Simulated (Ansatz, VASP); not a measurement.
**One calculation of Ge, two programs**

The input INCAR:

```
PREC = Accurate
ENCUT = 520
EDIFF = 1E-7
ISMEAR = 0
SIGMA = 0.15
LREAL = False
LASPH = True
NELM = 60
ALGO = Fast
ISIF = 2
LWAVE = False
LCHARG = False
GGA = PS
NBANDS = 66
```

KPOINTS

```
Automatic mesh
0
Gamma
  11 11 3
```

File POSCAR:

```
Ge
1.0
   -2.0020822485     -3.4677081753      0.0000000000
    2.0020822485     -3.4677081753      0.0000000000
    0.0000000000     -0.5777201820     13.1450496104
Ge
8
Direct
   -0.0130620505     -0.0130620505      0.1568073295
   -0.0285879495     -0.0285879495      0.3431926705
   -0.0547120505     -0.0547120505      0.6568073295
   -0.0702379495     -0.0702379495      0.8431926705
    0.6588248685      0.6588248685      0.0941392333
    0.2995251315      0.2995251315      0.4058607667
    0.2838415352      0.2838415352      0.5941392333
    0.5912084648      0.5912084648      0.9058607667
```

Input for Ansatz:

```yaml
crystal:
  lattice:
    - [-2.0020822485, -3.4677081753, 0.0]
    - [2.0020822485, -3.4677081753, 0.0]
    - [0.0, -0.577720182, 13.1450496104]
  atoms:
    - { symbol: Ge, position: [-0.0130620505, -0.0130620505, 0.1568073295] }
    - { symbol: Ge, position: [-0.0285879495, -0.0285879495, 0.3431926705] }
    - { symbol: Ge, position: [-0.0547120505, -0.0547120505, 0.6568073295] }
    - { symbol: Ge, position: [-0.0702379495, -0.0702379495, 0.8431926705] }
    - { symbol: Ge, position: [0.6588248685, 0.6588248685, 0.0941392333] }
    - { symbol: Ge, position: [0.2995251315, 0.2995251315, 0.4058607667] }
    - { symbol: Ge, position: [0.2838415352, 0.2838415352, 0.5941392333] }
    - { symbol: Ge, position: [0.5912084648, 0.5912084648, 0.9058607667] }
basis:
  ecutwfc: 420
kpoints:
  mp_grid: { grid: [11, 11, 3] }
hamiltonian:
  xc: pbesol
scf:
  occupations: { method: gaussian, width: 0.15 }
output:
  forces: true
  stress: true
  eigenvalues: true
```

Alike in both runs: task single point; functional PBEsol; k mesh 11 × 11 × 3; occupations gaussian, width 0.15 eV; no spin polarisation.

```csv
,VASP,Ansatz
version,VASP 6.6.1,Ansatz 0.2.0
potentials or method,"VASP PAW PBE potentials, release 64 (Ge_d), cutoff 520 eV","scalar-relativistic, plane waves, PAW"
valence electrons in the cell,112,112
```

|  | VASP | Ansatz | Ansatz less VASP |
| --- | --- | --- | --- |
| gap on the k mesh at the Fermi level (eV) | none | none | - |
| pressure (GPa) | -0.2 | -0.1 | +0.09 |
| traceless stress, the component that is largest in VASP (GPa) | 1.50 | 1.49 | -0.005 |
| rms of the force components (eV/Å) | 0.161 | 0.161 | -0.0001 |

VASP's potentials were made for PBE, not for PBEsol. Atom by atom the forces differ by 0.001 eV/Å (rms over components). A gap of «none» marks a metal or a gap that the smearing closes. The functional is the same, so the differences come from potentials, cutoffs and numerics.
